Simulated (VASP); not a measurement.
WAu: relaxation of cell and atoms with revPBE+D4

WAu:

```
CELL_PARAMETERS angstrom
0.00000 2.90921 2.90921
2.90921 0.00000 2.90921
2.90921 2.90921 0.00000
ATOMIC_POSITIONS crystal
W 0.00000 0.00000 0.00000
Au 0.75000 0.75000 0.75000
```

* Program: VASP 6.6.1
* Task: relaxation of cell and atoms
* Functional: revPBE
* Dispersion: D4
* Potentials or basis: VASP PAW PBE potentials, release 64 (W_sv, Au)
* Cutoff: 600 eV
* k mesh: 8 × 8 × 8
* Occupations: fermi-dirac, width 0.05 eV
* Spin: no spin polarisation
* Dipole correction: no
* Further INCAR settings: ALGO = Normal; EDIFF = 1e-06; IBRION = 2; EDIFFG = -0.01; NSW = 60; ISIF = 3

```yaml
Relaxed_volume: 23.91 Å³/atom
Relaxed_cell: a = 4.074 Å, b = 4.074 Å, c = 4.074 Å, α = 60.00°, β = 60.00°, γ = 60.00°
Space_group_after_relaxing_to_0.05_Å: F-43m (No. 216)
Energy_gained_by_relaxing: 8.8 meV/atom
Ionic_steps: 4
Pressure_after_relaxing: 0.0 GPa
Dispersion_energy_per_atom: -0.860 eV
```

The path:
```tsv
step	energy change (eV)	largest force (eV/Å)	pressure (GPa)	volume (Å³)
1	0.0000	0.0000	-3.81	49.24
2	0.0525	0.0000	9.04	45.19
3	-0.0176	0.0000	-0.08	47.84
4	-0.0176	0.0000	-0.01	47.81
```

Final structure:
```
CELL_PARAMETERS angstrom
0.00000 2.88069 2.88069
2.88069 0.00000 2.88069
2.88069 2.88069 0.00000
ATOMIC_POSITIONS crystal
W 0.00000 0.00000 0.00000
Au 0.75000 0.75000 0.75000
```

Levels at points of the mesh, in eV from the Fermi level:
```
           k point  band 11  band 12  band 13  band 14  band 15  band 16
(0.00, 0.00, 0.00)    -0.75    -0.75    -0.75     1.61     1.61     8.52
(0.50, 0.00, 0.00)    -1.89    -0.26    -0.26     1.43     1.43     2.09
(0.50, 0.50, 0.00)    -2.82     0.38     1.29     1.53     1.53     2.86
```

Run time: 120 s on 1 thread of Intel(R) Xeon(R) Platinum 8259CL CPU @ 2.50GHz (Skylake/Cascade Lake), on a shared host, peak memory 0.22 GiB.

Caveat: the PAW data sets were made with another functional, which shifts forces and pressure a little; spin-orbit coupling is left out, which moves the levels of the heavy elements; pairwise dispersion overbinds metals, which lowers pressure and volume.
